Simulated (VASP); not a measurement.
Set up this calculation in VASP 6.6.1, as the native input.

| Quantity | Value |
| --- | --- |
| Task | electric field gradients |
| Functional | PBE |
| Dispersion | D4 |
| Potentials or basis | VASP PAW PBE potentials, release 64 (Be) |
| Cutoff | 520 eV |
| k mesh | 15 × 15 × 15 |
| Occupations | methfessel-paxton, width 0.01 eV |
| Spin | no spin polarisation |
| Dipole correction | no |
| Further INCAR settings | ALGO = Normal; EDIFF = 1e-08; NBANDS = 7 |

The structure of Be lies in POSCAR:

```
Be
1.0
   -1.2856840110      1.2856840110      1.2856840110
    1.2856840110     -1.2856840110      1.2856840110
    1.2856840110      1.2856840110     -1.2856840110
Be
1
Direct
    0.0000000000      0.0000000000      0.0000000000
```

This cell differs from its parent crystal: volume scaled by 1.08.

These files were run (other wordings do the same):

INCAR

```
  PREC = Accurate
  ENCUT = 520
  EDIFF = 1E-8
  ISMEAR = 1
  SIGMA = 0.01
  LREAL = False
  LASPH = True
  NELM = 120
  ALGO = Normal
  ISIF = 2
  LWAVE = False
  LCHARG = False
  GGA = PE
  IVDW = 13
  LEFG = True
  NBANDS = 7
  GGA_COMPAT = False
```

KPOINTS

```
Automatic mesh
0
Gamma
  15 15 15
```

Potentials or basis: VASP PAW PBE potentials, release 64 (Be).

Command:

```sh
$ cat potpaw_PBE.64/Be/POTCAR > POTCAR
$ mpirun -np 1 vasp_std > vasp.out
```

Results of the run:

```json
{"Pressure": "-10.9 GPa", "Band gap on the k mesh": "zero (band 1 reaches 10.15 eV, above the bottom of band 2 at 6.01 eV)", "Dispersion energy per atom": "-0.106 eV"}
```

Caveat: without QUAD_EFG the Cq values of the log hold for a quadrupole moment of 1 mb, not for the nuclei; pairwise dispersion overbinds metals, which lowers pressure and volume.

Wall time 6.6 s on 1 thread of Intel(R) Xeon(R) Platinum 8375C CPU @ 2.90GHz (Ice Lake), with other jobs on the host, peak memory 0.11 GiB.
